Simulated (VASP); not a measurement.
# SrB4 (I4/mmm) in VASP: notebook

Runs on SrB4. Level: PBEsol. Tasks: single point, relaxation of cell and atoms.

All numbers are computed with VASP 6.6.1; they aren't measurements. Logs are shortened: lines on timing, memory, paths and dates and some standing lists are left out, and cuts for length are marked.

### 1 The cell of the first run

It takes space group I4/mmm (No. 139, tetragonal). The conventional cell has a = 3.125 Å, b = 3.125 Å, c = 10.666 Å, α = 90.00°, β = 90.00°, γ = 90.00°. Within 3.7 Å of Sr (site symmetry 4/mmm) lie 18 B at 2.83 to 3.57 Å and 4 Sr at 3.12 Å. B (site symmetry 4mm) has 4 B at 1.80 Å within 2.4 Å. Within 2.4 Å of B (site symmetry -4m2) lie 8 B at 1.80 to 2.21 Å.

### 2 Single point, PBEsol

The input, INCAR:

```
SYSTEM = SrB4
  PREC = Accurate
  ENCUT = 520
  EDIFF = 1E-6
  ISMEAR = -1
  SIGMA = 0.1
  LREAL = .FALSE.
  LASPH = .TRUE.
  NELM = 80
  ALGO = Normal
  ISIF = 2
  LWAVE = .FALSE.
  LCHARG = .FALSE.
  GGA = PS
  NBANDS = 19
```

The input, KPOINTS:

```
Automatic mesh
0
G
  7 7 7
  0 0 0
```

The input, POSCAR:

```
SrB4
1.0
    0.0000000000      3.1247453365      0.0000001750
    3.1247453365      0.0000000000      0.0000001750
    1.5623729669      1.5623729669     -5.3327700471
Sr B
1 4
Direct
    0.0000000000      0.0000000000      0.0000000000
    0.3346838513      0.3346838513      0.3306322973
    0.6653161487      0.6653161487      0.6693677027
    0.7500000000      0.2500000000      0.5000000000
    0.2500000000      0.7500000000      0.5000000000
```

Potentials or basis: VASP PAW PBE potentials, release 64 (Sr_sv, B).

Launch:

```console
cat potpaw_PBE.64/Sr_sv/POTCAR potpaw_PBE.64/B/POTCAR > POTCAR
mpirun -np 1 vasp_std > vasp.out
```

OUTCAR:

```text
SYSTEM = SrB4
   PREC = Accurate
   ENCUT = 520
   EDIFF = 1E-6
   ISMEAR = -1
   LREAL = .FALSE.
   LASPH = .TRUE.
   NELM = 80
   ISIF = 2
   GGA = PS

 ion  position               nearest neighbor table
   1  0.000  0.000  0.000-   2 2.83   3 2.83   3 2.83   3 2.83   2 2.83   2 2.83   3 2.83   2 2.83
                             5 3.09   4 3.09   5 3.09   4 3.09   4 3.09   5 3.09   5 3.09   4 3.09
   2  0.335  0.335  0.331-   5 1.80   4 1.80   4 1.80   5 1.80   1 2.83   1 2.83   1 2.83   1 2.83
                             1 3.57
   3  0.665  0.665  0.669-   5 1.80   4 1.80   4 1.80   5 1.80   1 2.83   1 2.83   1 2.83   1 2.83
                             1 3.57
   4  0.750  0.250  0.500-   2 1.80   3 1.80   3 1.80   2 1.80   1 3.09   1 3.09   1 3.09   1 3.09

   5  0.250  0.750  0.500-   2 1.80   3 1.80   3 1.80   2 1.80   1 3.09   1 3.09   1 3.09   1 3.09

  LATTYP: Found a body centered tetragonal cell.
 ALAT       =     3.1247453365
 C/A-ratio  =     3.4132510959

  Lattice vectors:

 A1 = (  -1.5623729669,   1.5623723696,   5.3327702221)
 A2 = (   1.5623723696,  -1.5623729669,   5.3327702221)
 A3 = (   1.5623729669,   1.5623729669,  -5.3327700471)

Analysis of symmetry for initial positions (statically):
=====================================================================
 Subroutine PRICEL returns:
 Original cell was already a primitive cell.

 Routine SETGRP: Setting up the symmetry group for a
 body centered tetragonal supercell.

 Subroutine GETGRP returns: Found 16 space group operations
 (whereof 16 operations were pure point group operations)
 out of a pool of 16 trial point group operations.

The static configuration has the point symmetry D_4h.

Analysis of symmetry for dynamics (positions and initial velocities):
=====================================================================
 Subroutine PRICEL returns:
 Original cell was already a primitive cell.

 Routine SETGRP: Setting up the symmetry group for a
 body centered tetragonal supercell.

 Subroutine GETGRP returns: Found 16 space group operations
 (whereof 16 operations were pure point group operations)
 out of a pool of 16 trial point group operations.

The dynamic configuration has the point symmetry D_4h.

 Subroutine INISYM returns: Found 16 space group operations
 (whereof 16 operations are pure point group operations),
 and found     1 'primitive' translations

----------------------------------------------------------------------------------------

                                     Primitive cell

  volume of cell :      52.0693

  direct lattice vectors                    reciprocal lattice vectors
     0.000000000  3.124745337  0.000000175    -0.000000005  0.320026074  0.093759917
     3.124745337  0.000000000  0.000000175     0.320026074 -0.000000005  0.093759917
     1.562372967  1.562372967 -5.332770047     0.000000011  0.000000011 -0.187519799

  length of vectors
     3.124745337  3.124745337  5.772387283     0.333478051  0.333478051  0.187519799

  position of ions in fractional coordinates (direct lattice)
     0.000000000  0.000000000  0.000000000
     0.334683851  0.334683851  0.330632297
     0.665316149  0.665316149  0.669367703
     0.750000000  0.250000000  0.500000000
     0.250000000  0.750000000  0.500000000

  ion indices of the primitive-cell ions
   primitive index   ion index
                 1           1
                 2           2
                 3           3
                 4           4
                 5           5

----------------------------------------------------------------------------------------

 KPOINTS: Automatic mesh

Automatic generation of k-mesh.
 Grid dimensions read from file:
 generate k-points for:    7    7    7

 Generating k-lattice:

  Cartesian coordinates                     Fractional coordinates (reciprocal lattice)
    -0.000000001  0.045718011  0.013394274     0.142857143  0.000000000 -0.000000000
     0.045718011 -0.000000001  0.013394274     0.000000000  0.142857143 -0.000000000
     0.000000002  0.000000002 -0.026788543     0.000000000  0.000000000  0.142857143

  Length of vectors
     0.047639722  0.047639722  0.026788543

  Shift w.r.t. Gamma in fractional coordinates (k-lattice)
     0.000000000  0.000000000  0.000000000

 Subroutine IBZKPT returns following result:
 ===========================================

 Found     40 irreducible k-points:

 Following reciprocal coordinates:
            Coordinates               Weight
  0.000000  0.000000  0.000000      1.000000
  0.142857 -0.000000 -0.000000      8.000000
  0.285714  0.000000 -0.000000      8.000000
  0.428571 -0.000000  0.000000      8.000000
  0.142857  0.142857 -0.000000      8.000000
  0.285714  0.142857 -0.000000     16.000000
[... 16 lines left out ...]
  0.285714  0.285714  0.142857      8.000000
  0.428571  0.285714  0.142857     16.000000
 [... further k-points ...]
   k-points           NKPTS =     40   k-points in BZ     NKDIM =     40   number of bands    NBANDS=     19
   number of dos      NEDOS =    301   number of ions     NIONS =      5
   total plane-waves  NPLWV =  27648
   dimension x,y,z NGX =    24 NGY =   24 NGZ =   48
   dimension x,y,z NGXF=    48 NGYF=   48 NGZF=   96
   ions per type =               1   4
   NGX,Y,Z   is equivalent  to a cutoff of  12.77, 12.77, 13.82 a.u.
   NGXF,Y,Z  is equivalent  to a cutoff of  25.54, 25.54, 27.65 a.u.
 SYSTEM =  SrB4
   PREC   = accura    normal or accurate (medium, high low for compatibility)
   ISTART =      0    job   : 0-new  1-cont  2-samecut
   ICHARG =      2    charge: 1-file 2-atom 10-const
   ISPIN  =      1    spin polarized calculation?
   LNONCOLLINEAR =      F non collinear calculations
   LSORBIT =      F    spin-orbit coupling
   LASPH  =      T    aspherical Exc in radial PAW
   ENCUT  =  520.0 eV  38.22 Ry    6.18 a.u.   5.81  5.81 10.73*2*pi/ulx,y,z
   NELM   =     80;   NELMIN=  2; NELMDL= -5     # of ELM steps
   EDIFF  = 0.1E-05   stopping-criterion for ELM
   LREAL  =      F    real-space projection
   EDIFFG = 0.1E-04   stopping-criterion for IOM
   NSW    =      0    number of steps for IOM
   IBRION =     -1    ionic relax: 0-MD 1-quasi-New 2-CG
   NFREE  =      0    steps in history (QN), initial steepest desc. (CG)
   ISIF   =      2    stress and relaxation
   ISYM   =      2    0-nonsym 1-usesym 2-fastsym
   POTIM  = 0.5000    time-step for ionic-motion
   TEBEG  =    0.0;   TEEND  =   0.0 temperature during run
   PSTRESS=    0.0 pullay stress
   NELECT =      22.0000    total number of electrons
   NUPDOWN=      -1.0000    fix difference up-down
   EMIN   =  10.00;   EMAX   =-10.00  energy-range for DOS
   EFERMI =   0.00;   METHOD = LEGACY
   ISMEAR =    -1;   SIGMA  =   0.10  broadening in eV -4-tet -1-fermi 0-gaus
   EFERMI_NEDOS =   21; number of points for ismear=-14 and -15
   IALGO  =     38    algorithm
   IMIX   =      4    mixing-type and parameters
     AMIX     =   0.40;   BMIX     =  1.00
     AMIX_MAG =   1.60;   BMIX_MAG =  1.00
  volume/ion in A,a.u.               =      10.41        70.28
  Fermi-wavevector in a.u.,A,eV,Ry     =   1.228443  2.321421 20.532174  1.509072
  Thomas-Fermi vector in A             =   2.363368
   LORBIT       =      0    0 simple, 1 ext, 2 COOP (PROOUT), +10 PAW based schemes
   GGA     = PS    functional components
   LHFCALC =     F    Hartree Fock is set to
   AEXX    =    0.0000 exact exchange contribution
   IVDW    =     0    specifies the selected vdW correction
   LEPSILON=     F    determine dielectric tensor
   LRPA    =     F    only Hartree local field effects (RPA)
 non-spin polarized calculation
  energy-cutoff  :      520.00
  volume of cell :       52.07
 maximum number of plane-waves:      1416
   NGX = 11   NGY = 11   NGZ = 21

 number of electron      22.0000000 magnetization

 Free energy of the ion-electron system (eV)
  ---------------------------------------------------
  ext. energy  EPLUGINS =         0.00000000
  ---------------------------------------------------
  free energy    TOTEN  =       -28.67563736 eV

  energy without entropy =      -28.61766649  energy(sigma->0) =      -28.64665192

 E-fermi :   5.7742     XC(G=0): -11.4008

 val. band max:        5.7393479258   @ k =  -0.1429  -0.2857   0.2857
 cond. band min:       5.7830784736   @ k =  -0.4286   0.4286   0.1429
 fundamental gap:      0.0437305479
 Fermi energy:         5.7742129522

 k-point     1 :       0.0000    0.0000    0.0000
  band No.  band energies     occupation
      1     -28.9056      2.00000
      2     -11.3515      2.00000
      3     -10.2319      2.00000
      4     -10.2319      2.00000
      5      -8.7958      2.00000
      6      -1.3354      2.00000
[... 11 lines left out ...]
     18      12.6696      0.00000
     19      12.6696      0.00000

 k-point     2 :       0.1429   -0.0000   -0.0000
  band No.  band energies     occupation
      1     -28.8667      2.00000
      2     -11.2997      2.00000
      3     -10.6390      2.00000
      4     -10.1982      2.00000
      5      -8.4801      2.00000
      6      -1.6174      2.00000
[... 11 lines left out ...]
     18      12.7241      0.00000
     19      13.2221      0.00000

 k-point     3 :       0.2857    0.0000   -0.0000
  band No.  band energies     occupation
      1     -28.7775      2.00000
      2     -11.4220      2.00000
      3     -11.1600      2.00000
      4     -10.1210      2.00000
      5      -7.6745      2.00000
      6      -3.1211      2.00000
[... 11 lines left out ...]
     18      12.8558      0.00000
     19      13.4141      0.00000

 k-point     4 :       0.4286   -0.0000    0.0000
  band No.  band energies     occupation
      1     -28.7041      2.00000
      2     -11.9677      2.00000
      3     -11.0350      2.00000
      4     -10.0577      2.00000
      5      -6.5005      2.00000
      6      -4.9260      2.00000
[... 11 lines left out ...]
     18      13.1110      0.00000
     19      14.5021      0.00000

 k-point     5 :       0.1429    0.1429   -0.0000
  band No.  band energies     occupation
      1     -28.8282      2.00000
      2     -11.2707      2.00000
      3     -10.6441      2.00000
      4     -10.5354      2.00000
      5      -8.1352      2.00000
      6      -1.7059      2.00000
[... 11 lines left out ...]
     18      12.0145      0.00000
     19      12.2081      0.00000

 k-point     6 :       0.2857    0.1429   -0.0000
  band No.  band energies     occupation
      1     -28.7399      2.00000
      2     -11.3639      2.00000
      3     -11.1267      2.00000
      4     -10.4819      2.00000
      5      -7.3573      2.00000
      6      -2.8696      2.00000
[... 11 lines left out ...]
     18      12.2723      0.00000
     19      13.3655      0.00000

 k-point     7 :       0.4286    0.1429   -0.0000
  band No.  band energies     occupation
      1     -28.6674      2.00000
      2     -11.8999      2.00000
      3     -10.9856      2.00000
      4     -10.4017      2.00000
      5      -6.2384      2.00000
      6      -4.6936      2.00000
[... 11 lines left out ...]
     18      12.4185      0.00000
     19      14.0286      0.00000

 k-point     8 :      -0.4286    0.1429   -0.0000
  band No.  band energies     occupation
      1     -28.6674      2.00000
      2     -11.9016      2.00000
      3     -10.9629      2.00000
      4     -10.4021      2.00000
      5      -6.2948      2.00000
      6      -4.7282      2.00000
[... 256 lines left out ...]
 k-point    20 :      -0.4286    0.0000    0.1429
  band No.  band energies     occupation
      1     -28.7040      2.00000
      2     -11.9654      2.00000
      3     -11.0617      2.00000
      4     -10.0580      2.00000
      5      -6.4211      2.00000
      6      -4.9088      2.00000
[... 11 lines left out ...]
     18      13.2167      0.00000
     19      14.4571      0.00000

 k-point    21 :      -0.2857    0.0000    0.1429
  band No.  band energies     occupation
      1     -28.7773      2.00000
      2     -11.4196      2.00000
      3     -11.2359      2.00000
      4     -10.1221      2.00000
      5      -7.4844      2.00000
      6      -3.0258      2.00000
[... 11 lines left out ...]
     18      12.1952      0.00000
     19      13.9523      0.00000

 k-point    22 :      -0.1429    0.0000    0.1429
  band No.  band energies     occupation
      1     -28.8665      2.00000
      2     -11.4051      2.00000
      3     -10.6325      2.00000
      4     -10.1995      2.00000
      5      -8.2474      2.00000
      6      -1.8737      2.00000
[... 11 lines left out ...]
     18      12.4304      0.00000
     19      13.3070      0.00000

 k-point    23 :       0.2857    0.2857    0.1429
  band No.  band energies     occupation
      1     -28.6541      2.00000
      2     -11.2879      2.00000
      3     -11.1525      2.00000
      4     -10.9436      2.00000
      5      -6.7398      2.00000
      6      -2.5859      2.00000
[... 11 lines left out ...]
     18      12.2396      0.00000
     19      13.1598      0.00000

 k-point    24 :       0.4286    0.2857    0.1429
  band No.  band energies     occupation
      1     -28.5834      2.00000
      2     -11.7450      2.00000
      3     -11.1028      2.00000
      4     -10.8307      2.00000
      5      -5.5966      2.00000
      6      -4.0691      2.00000
[... 11 lines left out ...]
     18      13.4181      0.00000
     19      13.7975      0.00000

 [... further k-points ...]

------------------------ aborting loop because EDIFF is reached ----------------------------------------

  FORCE on cell =-STRESS in cart. coord.  units (eV):
  Direction    XX          YY          ZZ          XY          YZ          ZX
  --------------------------------------------------------------------------------------
  -------------------------------------------------------------------------------------
  Total        0.1978228      0.1978228      0.1928824      0.0000000      0.0000000      0.0000000
  in kB        6.0870195      6.0870195      5.9350056      0.0000000      0.0000000      0.0000000
  external PRESSURE =       6.0363482 kB  Pullay stress =       0.0000000 kB

 VOLUME and BASIS-vectors are now :
 -----------------------------------------------------------------------------
  energy-cutoff  :      520.00
  volume of cell :       52.07
      direct lattice vectors                 reciprocal lattice vectors
     0.000000000  3.124745337  0.000000175    -0.000000005  0.320026074  0.093759917
     3.124745337  0.000000000  0.000000175     0.320026074 -0.000000005  0.093759917
     1.562372967  1.562372967 -5.332770047     0.000000011  0.000000011 -0.187519799

 POSITION                                       TOTAL-FORCE (eV/Angst)
 -----------------------------------------------------------------------------------
      0.00000      0.00000      0.00000         0.000000      0.000000      0.000000
      1.56237      1.56237     -1.76319         0.000000      0.000000     -0.001720
      3.12475      3.12475     -3.56958        -0.000000     -0.000000      0.001720
      1.56237      3.12475     -2.66638         0.000000     -0.000000      0.000000
      3.12475      1.56237     -2.66638        -0.000000      0.000000     -0.000000
 -----------------------------------------------------------------------------------
    total drift:                               -0.000000      0.000000      0.000000

  FREE ENERGIE OF THE ION-ELECTRON SYSTEM (eV)
  ---------------------------------------------------
  free  energy   TOTEN  =       -28.6756373559 eV

  energy  without entropy=      -28.6176664906  energy(sigma->0) =      -28.64665192
```

It took 22 s on 1 thread of Intel Xeon Platinum 8375C at 2.90GHz (Ice Lake), shared host; peak memory 0.19 GiB.

Results:

- Free energy: -28.6756 eV
- Pressure: 0.6 GPa
- Band gap on the k mesh: zero (bands 11 and 12 overlap by 1.83 eV)

Caveat: the PAW data sets were made with another functional, which shifts forces and pressure a little.

[end of part 1 of 2]

The gap in the log of VASP goes by the Fermi energy; the results here count the filled bands.